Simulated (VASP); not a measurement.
Sr:

```
CELL_PARAMETERS angstrom
0.00000 3.04235 3.04235
3.04235 0.00000 3.04235
3.04235 3.04235 0.00000
ATOMIC_POSITIONS crystal
Sr 0.00000 0.00000 0.00000
```

| Property | Result |
| --- | --- |
| Program | VASP 6.6.1 |
| Task | relaxation of volume and atoms at fixed shape |
| Functional | LDA |
| Potentials or basis | VASP PAW LDA potentials, release 64 (Sr_sv) |
| Cutoff | 600 eV |
| k mesh | 6 × 6 × 6 |
| Occupations | fermi-dirac, width 0.05 eV |
| Spin | no spin polarisation |

At the start: pressure -1.6 GPa; volume 56.32 Å³/atom.

Task: How do energy, volume and symmetry change on relaxing?

Result: Over 5 steps the energy falls by 38.8 meV/atom and the volume is 49.07 Å³/atom (-12.9 %); space group Fm-3m (No. 225, to 0.05 Å).

The path:
| step | energy change (eV) | largest force (eV/Å) | pressure (GPa) | volume (Å³) |
| --- | --- | --- | --- | --- |
| 1 | 0.0000 | 0.0000 | -1.55 | 56.32 |
| 2 | -0.0317 | 0.0000 | -0.75 | 51.99 |
| 3 | -0.0388 | 0.0000 | -0.07 | 49.25 |
| 4 | -0.0388 | 0.0000 | 0.03 | 48.99 |
| 5 | -0.0388 | 0.0000 | 0.00 | 49.07 |

Final structure:
```
Sr
1.0
     0.00000    2.90578    2.90578
     2.90578    0.00000    2.90578
     2.90578    2.90578    0.00000
Sr
1
Direct
  0.00000 0.00000 0.00000
```

Caveat: the volume moved by -13 % from the deposited cell, more than functionals usually miss.
